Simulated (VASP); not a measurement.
# LaSc2F (P4/mmm) in VASP: a series of runs

Runs on LaSc2F. Level: PBE. Tasks: single point, relaxation of cell and atoms.

Everything below comes from runs of VASP 6.6.1. Logs are shortened: lines on timing, memory, paths and dates and some standing lists are left out, and cuts for length are marked.

### 1 The cell of the first run

It takes space group P4/mmm (No. 123, tetragonal). The conventional cell has a = 3.933 Å, b = 3.933 Å, c = 5.346 Å, α = 90.00°, β = 90.00°, γ = 90.00°. Within 3.5 Å of La (site symmetry 4/mmm) lie 6 Sc at 2.67 to 2.78 Å. Within 3.5 Å of Sc (site symmetry 4/mmm) lie 2 F at 2.67 Å and 4 La at 2.78 Å. Within 3.5 Å of Sc (site symmetry 4/mmm) lie 2 La at 2.67 Å and 4 F at 2.78 Å. F (site symmetry 4/mmm) has 6 Sc at 2.67 to 2.78 Å within 3.5 Å.

The cell was built from a structure type or drawn by symmetry, and may not be a known phase.

### 2 Single point, PBE

Input file INCAR:

```
SYSTEM = LaSc2F
ALGO     = Normal         ! electronic algorithm
EDIFF    = 1E-6           ! SCF threshold, eV
ENCUT    = 520            ! plane-wave cutoff, eV
GGA      = PE             ! functional
ISIF     = 2              ! what is computed and relaxed
ISMEAR   = 0              ! smearing method
LASPH    = .True.         ! aspherical terms in the spheres
LCHARG   = .False.        ! write CHGCAR
LREAL    = .False.        ! projectors in reciprocal space
LWAVE    = .False.        ! write WAVECAR
NBANDS   = 28             ! bands
NELM     = 80             ! most SCF steps
PREC     = Accurate       ! precision mode
SIGMA    = 0.1            ! smearing width, eV
```

Input file KPOINTS:

```
k-points
0
Gamma
  4 4 4
  0 0 0
```

Input file POSCAR:

```
LaSc2F
1.0
    3.9334405400      0.0000000000      0.0000000000
    0.0000000000      3.9334405400      0.0000000000
    0.0000000000      0.0000000000      5.3462919300
La Sc F
1 2 1
Direct
    0.5000000000      0.5000000000      0.5000000000
    0.0000000000      0.0000000000      0.5000000000
    0.5000000000      0.5000000000      0.0000000000
    0.0000000000      0.0000000000      0.0000000000
```

Potentials or basis: VASP PAW PBE potentials, release 64 (La, Sc_sv, F).

Launch:

```console
cat potpaw_PBE.64/La/POTCAR potpaw_PBE.64/Sc_sv/POTCAR potpaw_PBE.64/F/POTCAR > POTCAR
mpirun -np 1 vasp_std > vasp.out
```

OUTCAR:

```text
SYSTEM = LaSc2F
   EDIFF = 1E-6
   ENCUT = 520
   GGA = PE
   ISIF = 2
   ISMEAR = 0
   LASPH = .True.
   LREAL = .False.
   NELM = 80
   PREC = Accurate

 ion  position               nearest neighbor table
   1  0.500  0.500  0.500-   3 2.67   3 2.67   2 2.78   2 2.78   2 2.78   2 2.78
   2  0.000  0.000  0.500-   1 2.78   1 2.78   1 2.78   1 2.78
   3  0.500  0.500  0.000-   1 2.67   1 2.67
   4  0.000  0.000  0.000-

  LATTYP: Found a simple tetragonal cell.
 ALAT       =     3.9334405400
 C/A-ratio  =     1.3591897159

  Lattice vectors:

 A1 = (   3.9334405400,   0.0000000000,   0.0000000000)
 A2 = (   0.0000000000,   3.9334405400,   0.0000000000)
 A3 = (   0.0000000000,   0.0000000000,   5.3462919300)

Analysis of symmetry for initial positions (statically):
=====================================================================
 Subroutine PRICEL returns:
 Original cell was already a primitive cell.

 Routine SETGRP: Setting up the symmetry group for a
 simple tetragonal supercell.

 Subroutine GETGRP returns: Found 16 space group operations
 (whereof 16 operations were pure point group operations)
 out of a pool of 16 trial point group operations.

The static configuration has the point symmetry D_4h.

Analysis of symmetry for dynamics (positions and initial velocities):
=====================================================================
 Subroutine PRICEL returns:
 Original cell was already a primitive cell.

 Routine SETGRP: Setting up the symmetry group for a
 simple tetragonal supercell.

 Subroutine GETGRP returns: Found 16 space group operations
 (whereof 16 operations were pure point group operations)
 out of a pool of 16 trial point group operations.

The dynamic configuration has the point symmetry D_4h.

 Subroutine INISYM returns: Found 16 space group operations
 (whereof 16 operations are pure point group operations),
 and found     1 'primitive' translations

----------------------------------------------------------------------------------------

                                     Primitive cell

  volume of cell :      82.7176

  direct lattice vectors                    reciprocal lattice vectors
     3.933440540  0.000000000  0.000000000     0.254230359  0.000000000  0.000000000
[... 80 lines left out ...]
   LASPH  =      T    aspherical Exc in radial PAW
   ENCUT  =  520.0 eV  38.22 Ry    6.18 a.u.   7.31  7.31  9.94*2*pi/ulx,y,z
   NELM   =     80;   NELMIN=  2; NELMDL= -5     # of ELM steps
   EDIFF  = 0.1E-05   stopping-criterion for ELM
   LREAL  =      F    real-space projection
   EDIFFG = 0.1E-04   stopping-criterion for IOM
   NSW    =      0    number of steps for IOM
   IBRION =     -1    ionic relax: 0-MD 1-quasi-New 2-CG
   NFREE  =      0    steps in history (QN), initial steepest desc. (CG)
   ISIF   =      2    stress and relaxation
   ISYM   =      2    0-nonsym 1-usesym 2-fastsym
   POTIM  = 0.5000    time-step for ionic-motion
   TEBEG  =    0.0;   TEEND  =   0.0 temperature during run
   PSTRESS=    0.0 pullay stress
   NELECT =      40.0000    total number of electrons
   NUPDOWN=      -1.0000    fix difference up-down
   EMIN   =  10.00;   EMAX   =-10.00  energy-range for DOS
   EFERMI =   0.00;   METHOD = LEGACY
   ISMEAR =     0;   SIGMA  =   0.10  broadening in eV -4-tet -1-fermi 0-gaus
   EFERMI_NEDOS =   21; number of points for ismear=-14 and -15
   IALGO  =     38    algorithm
   IMIX   =      4    mixing-type and parameters
     AMIX     =   0.40;   BMIX     =  1.00
     AMIX_MAG =   1.60;   BMIX_MAG =  1.00
  volume/ion in A,a.u.               =      20.68       139.55
  Fermi-wavevector in a.u.,A,eV,Ry     =   1.284978  2.428255 22.465496  1.651167
  Thomas-Fermi vector in A             =   2.417139
   LORBIT       =      0    0 simple, 1 ext, 2 COOP (PROOUT), +10 PAW based schemes
   GGA     = PE    functional components
   LHFCALC =     F    Hartree Fock is set to
   AEXX    =    0.0000 exact exchange contribution
   IVDW    =     0    specifies the selected vdW correction
   LEPSILON=     F    determine dielectric tensor
   LRPA    =     F    only Hartree local field effects (RPA)
 non-spin polarized calculation
 Gauss-broadening in eV      SIGMA  =   0.10
  energy-cutoff  :      520.00
  volume of cell :       82.72
 maximum number of plane-waves:      2268
 NGX is ok and might be reduce to    30
   NGX = 15   NGY = 15   NGZ = 19

 number of electron      39.9999996 magnetization

 Free energy of the ion-electron system (eV)
  ---------------------------------------------------
  ext. energy  EPLUGINS =         0.00000000
  ---------------------------------------------------
  free energy    TOTEN  =       -19.25714282 eV

  energy without entropy =      -19.21580271  energy(sigma->0) =      -19.23647277

 E-fermi :   6.3378     XC(G=0): -10.2084

 val. band max:        6.3254649829   @ k =   0.2500   0.0000   0.5000
 cond. band min:       6.3492980348   @ k =   0.5000   0.5000   0.2500
 fundamental gap:      0.0238330519
 Fermi energy:         6.3378385209

 k-point     1 :       0.0000    0.0000    0.0000
  band No.  band energies     occupation
      1     -43.6916      2.00000
      2     -43.0108      2.00000
      3     -25.6208      2.00000
      4     -22.4123      2.00000
      5     -22.3892      2.00000
      6     -22.3892      2.00000
[... 547 lines left out ...]
     27       8.9469      0.00000
     28       8.9469      0.00000

------------------------ aborting loop because EDIFF is reached ----------------------------------------

  FORCE on cell =-STRESS in cart. coord.  units (eV):
  Direction    XX          YY          ZZ          XY          YZ          ZX
  --------------------------------------------------------------------------------------
  -------------------------------------------------------------------------------------
  Total        2.8114471      2.8114471      4.2006175      0.0000000     -0.0000000      0.0000000
  in kB       54.4556130     54.4556130     81.3627970      0.0000000     -0.0000000      0.0000000
  external PRESSURE =      63.4246743 kB  Pullay stress =       0.0000000 kB

 VOLUME and BASIS-vectors are now :
 -----------------------------------------------------------------------------
  energy-cutoff  :      520.00
  volume of cell :       82.72
      direct lattice vectors                 reciprocal lattice vectors
     3.933440540  0.000000000  0.000000000     0.254230359  0.000000000  0.000000000
     0.000000000  3.933440540  0.000000000     0.000000000  0.254230359  0.000000000
     0.000000000  0.000000000  5.346291930     0.000000000  0.000000000  0.187045529

 POSITION                                       TOTAL-FORCE (eV/Angst)
 -----------------------------------------------------------------------------------
      1.96672      1.96672      2.67315         0.000000      0.000000      0.000000
      0.00000      0.00000      2.67315         0.000000      0.000000      0.000000
      1.96672      1.96672      0.00000         0.000000      0.000000      0.000000
      0.00000      0.00000      0.00000         0.000000      0.000000      0.000000
 -----------------------------------------------------------------------------------
    total drift:                                0.000000      0.000000     -0.000000

  FREE ENERGIE OF THE ION-ELECTRON SYSTEM (eV)
  ---------------------------------------------------
  free  energy   TOTEN  =       -19.2571428237 eV

  energy  without entropy=      -19.2158027100  energy(sigma->0) =      -19.23647277
```

stdout:

```text
POSCAR found type information on POSCAR LaScF
 POSCAR found :  3 types and       4 ions
 scaLAPACK will be used
 LDA part: xc-table for (Slater+PW92), standard interpolation
 POSCAR, INCAR and KPOINTS ok, starting setup
 FFT: planning ... GRIDC
 FFT: planning ... GRID_SOFT
 FFT: planning ... GRID
 WAVECAR not read
 entering main loop
```

It took 79 s on 1 thread of Intel Xeon 8259CL, shared host; peak memory 0.22 GiB.

Results:

- Free energy: -19.2571 eV
- Pressure: 6.3 GPa
- Band gap on the k mesh: zero (bands 20 and 21 overlap by 1.12 eV)

Caveat: the k points lie up to 0.40 Å⁻¹ apart, too coarse for converged energies and pressures of a metal; spin-orbit coupling is left out, which moves the levels of the heavy elements.

### 3 Single point, PBE

This run uses another cell than the first one, of 24.39 Å³/atom.

Input file INCAR:

```
SYSTEM = LaSc2F
  PREC = Accurate
  ENCUT = 520
  EDIFF = 1E-6
  ISMEAR = 0
  SIGMA = 0.1
  LREAL = .FALSE.
  LASPH = .TRUE.
  NELM = 60
  ALGO = Normal
  ISIF = 2
  LWAVE = .FALSE.
  LCHARG = .FALSE.
  GGA = PE
  NBANDS = 28
```

Input file KPOINTS:

```
Automatic mesh
0
G
  4 4 4
  0 0 0
```

Input file POSCAR:

```
LaSc2F
1.0
    4.0792277218      0.0000000000      0.0000000000
    0.0000000000      4.0792277218      0.0000000000
    0.0000000000      0.0000000000      5.8631324529
La Sc F
1 2 1
Direct
    0.5000000000      0.5000000000      0.5000000000
    0.0000000000      0.0000000000      0.5000000000
    0.5000000000      0.5000000000      0.0000000000
    0.0000000000      0.0000000000      0.0000000000
```

Potentials or basis: VASP PAW PBE potentials, release 64 (La, Sc_sv, F).

Launch:

```console
cat potpaw_PBE.64/La/POTCAR potpaw_PBE.64/Sc_sv/POTCAR potpaw_PBE.64/F/POTCAR > POTCAR
mpirun -np 1 vasp_std > vasp.out
```

It took 1.7 min on 1 thread of Intel Xeon 8259CL, shared host; peak memory 0.23 GiB.

Results (log left out):

```yaml
Free_energy: -19.5559 eV
Pressure: 0.1 GPa
Band_gap_on_the_k_mesh: zero (bands 20 and 21 overlap by 0.74 eV)
```

Levels at points of the mesh, in eV from the Fermi level:
```
           k point  band 16  band 17  band 18  band 19  band 20  band 21  band 22  band 23  band 24  band 25
(0.00, 0.00, 0.00)    -4.78    -2.94    -2.32    -1.32    -0.71    -0.19    -0.19     0.55     0.73     1.59
(0.50, 0.00, 0.00)    -4.92    -1.07    -0.80    -0.34     0.08     0.48     0.59     0.96     1.23     1.37
(0.50, 0.50, 0.00)    -4.79    -1.65    -1.65    -1.00    -0.76     0.66     1.02     1.87     2.02     2.02
(0.00, 0.00, 0.50)    -4.81    -2.23    -2.00    -0.86    -0.69     0.26     0.74     0.77     0.77     0.98
(0.50, 0.00, 0.50)    -4.93    -0.59    -0.51     0.13     0.29     0.75     1.06     1.17     1.28     1.53
(0.50, 0.50, 0.50)    -4.94    -0.80    -0.80    -0.77     0.28     0.28     0.58     0.93     1.30     1.84
```

Caveat: the k points lie up to 0.39 Å⁻¹ apart, too coarse for converged energies and pressures of a metal; spin-orbit coupling is left out, which moves the levels of the heavy elements.

### 4 Relaxation of cell and atoms, PBE

Input file INCAR:

```
SYSTEM = LaSc2F
PREC = Accurate
ENCUT = 600
EDIFF = 1E-6
ISMEAR = 0
SIGMA = 0.1
LREAL = .False.
LASPH = .True.
NELM = 80
ALGO = Normal
ISIF = 3
LWAVE = .False.
LCHARG = .False.
GGA = PE
IBRION = 2
NSW = 90
EDIFFG = -0.04
```

Input file KPOINTS:

```
regular mesh
0
Gamma
  4 4 4
  0 0 0
```

Input file POSCAR:

```
LaSc2F
1.0
    3.9334405400      0.0000000000      0.0000000000
    0.0000000000      3.9334405400      0.0000000000
    0.0000000000      0.0000000000      5.3462919300
La Sc F
1 2 1
Direct
    0.5000000000      0.5000000000      0.5000000000
    0.0000000000      0.0000000000      0.5000000000
    0.5000000000      0.5000000000      0.0000000000
    0.0000000000      0.0000000000      0.0000000000
```

Launch:

```console
cat potpaw_PBE.64/La/POTCAR potpaw_PBE.64/Sc_sv/POTCAR potpaw_PBE.64/F/POTCAR > POTCAR
mpirun -np 1 vasp_std > vasp.out
```

Wall time 7 min (1 thread of Intel Xeon 8259CL, shared host); peak memory 0.26 GiB.

It converged, with:

| Property | Result |
| --- | --- |
| Free energy | -19.5494 eV |
| Relaxed volume | 24.57 Å³/atom |
| Relaxed cell | a = 4.090 Å, b = 4.090 Å, c = 5.874 Å, α = 90.00°, β = 90.00°, γ = 90.00° |
| Space group after relaxing (to 0.1 Å) | P4/mmm (No. 123) |
| Energy gained by relaxing | 72.4 meV/atom |
| Ionic steps | 6 |
| Pressure after relaxing | -0.1 GPa |
| Band gap on the k mesh | zero (bands 20 and 21 overlap by 0.73 eV) |

Stress tensor (GPa, compression positive):
```
-0.12  0.00  0.00
 0.00 -0.12  0.00
 0.00  0.00 -0.04
```

Step by step:
```
step  energy change (eV)  largest force (eV/Å)  pressure (GPa)  volume (Å³)
   1              0.0000                0.0000            6.35        82.72
   2             -0.2468                0.0000            1.53        92.92
   3             -0.2745                0.0000            0.09        97.40
   4             -0.2753                0.0000           -0.20        98.37
   5             -0.2862                0.0000           -0.15        98.32
   6             -0.2894                0.0000           -0.10        98.27
```

Final structure:
```yaml
crystal:
  lattice:
    - [4.09025, 0.00000, 0.00000]
    - [0.00000, 4.09025, 0.00000]
    - [0.00000, 0.00000, 5.87373]
  atoms:
    - { symbol: La, position: [0.50000, 0.50000, 0.50000] }
    - { symbol: Sc, position: [0.00000, 0.00000, 0.50000] }
    - { symbol: Sc, position: [0.50000, 0.50000, 0.00000] }
    - { symbol: F, position: [0.00000, 0.00000, 0.00000] }
```

Levels at points of the mesh, in eV from the Fermi level:
| k point | band 18 | band 19 | band 20 | band 21 | band 22 | band 23 |
| --- | --- | --- | --- | --- | --- | --- |
| (0.00, 0.00, 0.00) | -2.28 | -1.31 | -0.70 | -0.18 | -0.18 | 0.56 |
| (0.50, 0.00, 0.00) | -0.78 | -0.33 | 0.08 | 0.48 | 0.60 | 0.96 |
| (0.50, 0.50, 0.00) | -1.62 | -1.00 | -0.76 | 0.64 | 1.02 | 1.84 |
| (0.00, 0.00, 0.50) | -2.01 | -0.86 | -0.67 | 0.27 | 0.77 | 0.77 |
| (0.50, 0.00, 0.50) | -0.51 | 0.13 | 0.29 | 0.75 | 1.06 | 1.17 |
| (0.50, 0.50, 0.50) | -0.79 | -0.77 | 0.29 | 0.29 | 0.57 | 0.93 |

Caveat: the k points lie up to 0.38 Å⁻¹ apart in the final cell, too coarse for converged energies and pressures of a metal; the volume moved by over 15 % at a fixed basis, so the end points are rough; spin-orbit coupling is left out, which moves the levels of the heavy elements.

### 5 Single point, PBE, collinear spin

This run uses another cell than the first one, of 24.39 Å³/atom.

Input file INCAR:

```
PREC = Accurate
ENCUT = 520
EDIFF = 1E-6
ISMEAR = 0
SIGMA = 0.1
LREAL = F
LASPH = T
NELM = 150
ALGO = Normal
ISIF = 2
LWAVE = F
LCHARG = F
ISPIN = 2
MAGMOM = 0 1 1 0
LORBIT = 11
LMAXMIX = 6
GGA = PE
NBANDS = 32
```

Input file KPOINTS:

```
regular mesh
0
Gamma
  4 4 4
```

Input file POSCAR:

```
LaSc2F
1.0
    4.0792277218      0.0000000000      0.0000000000
    0.0000000000      4.0792277218      0.0000000000
    0.0000000000      0.0000000000      5.8631324529
La Sc F
1 2 1
Direct
    0.5000000000      0.5000000000      0.5000000000
    0.0000000000      0.0000000000      0.5000000000
    0.5000000000      0.5000000000      0.0000000000
    0.0000000000      0.0000000000      0.0000000000
```

Launch:

```console
cat potpaw_PBE.64/La/POTCAR potpaw_PBE.64/Sc_sv/POTCAR potpaw_PBE.64/F/POTCAR > POTCAR
mpirun -np 1 vasp_std > vasp.out
```

It took 4.4 min on 1 thread of Intel Xeon 8259CL, shared host; peak memory 0.29 GiB.

It converged, with:

* Free energy: -19.5731 eV
* Pressure: -0.1 GPa
* Net moment: 0.59 μB per cell
* Site moments: La +0.18; Sc +0.27, -0.01; F +0.00 μB
* Valence electrons inside the program's atomic spheres: La 9.05; Sc 9.54, 9.26; F 6.00

Stress tensor (GPa, compression positive):
```
-0.14  0.00  0.00
 0.00 -0.14  0.00
 0.00  0.00  0.01
```

Levels at points of the mesh, in eV from the Fermi level:
Spin up:
```csv
k point,band 18,band 19,band 20,band 21,band 22,band 23
"(0.00, 0.00, 0.00)",-2.35,-1.38,-0.93,-0.22,-0.22,0.56
"(0.50, 0.00, 0.00)",-0.82,-0.38,0.06,0.47,0.55,0.94
"(0.50, 0.50, 0.00)",-1.68,-1.17,-0.77,0.47,1.00,1.85
"(0.00, 0.00, 0.50)",-2.11,-0.91,-0.86,0.27,0.71,0.72
"(0.50, 0.00, 0.50)",-0.57,0.12,0.27,0.74,1.06,1.13
"(0.50, 0.50, 0.50)",-0.85,-0.85,0.28,0.28,0.39,0.93
```
Spin down:
| k point | band 16 | band 17 | band 18 | band 19 | band 20 | band 21 | band 22 | band 23 | band 24 | band 25 |
| --- | --- | --- | --- | --- | --- | --- | --- | --- | --- | --- |
| (0.00, 0.00, 0.00) | -4.79 | -2.87 | -2.22 | -1.22 | -0.38 | -0.14 | -0.14 | 0.55 | 0.75 | 1.59 |
| (0.50, 0.00, 0.00) | -4.92 | -1.06 | -0.77 | -0.26 | 0.15 | 0.49 | 0.69 | 1.04 | 1.35 | 1.38 |
| (0.50, 0.50, 0.00) | -4.79 | -1.59 | -1.59 | -0.77 | -0.74 | 0.96 | 1.07 | 1.84 | 2.07 | 2.07 |
| (0.00, 0.00, 0.50) | -4.81 | -2.12 | -1.85 | -0.85 | -0.35 | 0.25 | 0.79 | 0.88 | 0.88 | 0.98 |
| (0.50, 0.00, 0.50) | -4.93 | -0.55 | -0.42 | 0.17 | 0.33 | 0.83 | 1.07 | 1.26 | 1.28 | 1.53 |
| (0.50, 0.50, 0.50) | -4.94 | -0.72 | -0.72 | -0.51 | 0.29 | 0.29 | 0.89 | 0.94 | 1.31 | 1.83 |

Caveat: the k points lie up to 0.39 Å⁻¹ apart; spin-orbit coupling is left out, which moves the levels of the heavy elements.

### 6 The runs side by side

```csv
task,spin,cell,cutoff (eV),gap on the mesh (eV),pressure (GPa)
single point,off,"a = 3.933, b = 3.933, c = 5.346 Å, 4 atoms",520,none,6.3
single point,off,"a = 4.079, b = 4.079, c = 5.863 Å, 4 atoms",520,none,0.1
relaxation of cell and atoms,off,"relaxed from a = 3.933, b = 3.933, c = 5.346 Å, 4 atoms",600,none,-0.1
single point,collinear,"a = 4.079, b = 4.079, c = 5.863 Å, 4 atoms",520,none,-0.1
```

Alike in all rows: level PBE; potentials or basis VASP PAW PBE potentials, release 64 (La, Sc_sv, F); k mesh 4 × 4 × 4; smearing gaussian 0.1 eV.

Caveats: all runs use coarse meshes; spin-orbit coupling is left out, which moves the levels of the heavy elements; the volume moved by over 15 % at a fixed basis, so the end points are rough (at least some runs).

Absolute energies hang on the potentials; compare differences alone.
